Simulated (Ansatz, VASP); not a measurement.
One calculation of InP, two programs

The input INCAR:

```
SYSTEM = InP
PREC = Accurate
ENCUT = 520
EDIFF = 1E-8
ISMEAR = -1
SIGMA = 0.03
LREAL = .False.
LASPH = .True.
NELM = 100
ALGO = Normal
ISIF = 2
LWAVE = .False.
LCHARG = .False.
GGA = PE
LEFG = .True.
NBANDS = 16
```

Contents of KPOINTS:

```
Automatic mesh
0
Gamma
  11 11 11
  0 0 0
```

POSCAR

```
InP
1.0
   -0.0571000000      2.8264500000      2.8264500000
    2.8264500000     -0.0571000000      2.8264500000
    2.8264500000      2.8264500000     -0.0571000000
In P
1 1
Direct
    0.0000000000      0.0000000000      0.0000000000
    0.5000000000      0.5000000000      0.5000000000
```

Input for Ansatz:

```yaml
crystal:
  lattice:
    - [-0.0571, 2.82645, 2.82645]
    - [2.82645, -0.0571, 2.82645]
    - [2.82645, 2.82645, -0.0571]
  atoms:
    - { symbol: In, position: [0.0, 0.0, 0.0] }
    - { symbol: P, position: [0.5, 0.5, 0.5] }
kpoints:
  mp_grid: { grid: [11, 11, 11] }
scf:
  occupations: { method: fermi_dirac, width: 0.03 }
hamiltonian:
  xc: pbe
  pseudopotentials: { kind: all_electron, datasets: crystal }
output:
  forces: true
  stress: true
  eigenvalues: true
  efg: { contact_densities: true }
```

Change from the starting cell: equal xy, yz and zx shear strains of -2 %, crystal datasets.

Alike in both runs: task electric field gradients; functional PBE; k mesh 11 × 11 × 11; occupations fermi-dirac, width 0.03 eV; no spin polarisation.

|  | VASP | Ansatz |
| --- | --- | --- |
| version | VASP 6.6.1 | Ansatz 0.2.0 |
| potentials or method | VASP PAW PBE potentials, release 64 (In_d, P), cutoff 520 eV | all-electron PAW with datasets made for the crystal, scalar-relativistic |

```tsv
	VASP	Ansatz	Ansatz less VASP
pressure (GPa)	-5.4	-5.3	+0.03
traceless stress, the component that is largest in VASP (GPa)	0.55	0.55	0.000
size of Vzz on the site where it differs most (V/Å²)	8.0	9.2	+1.20
```

Ansatz ran all-electron here, and VASP with PAW potentials.
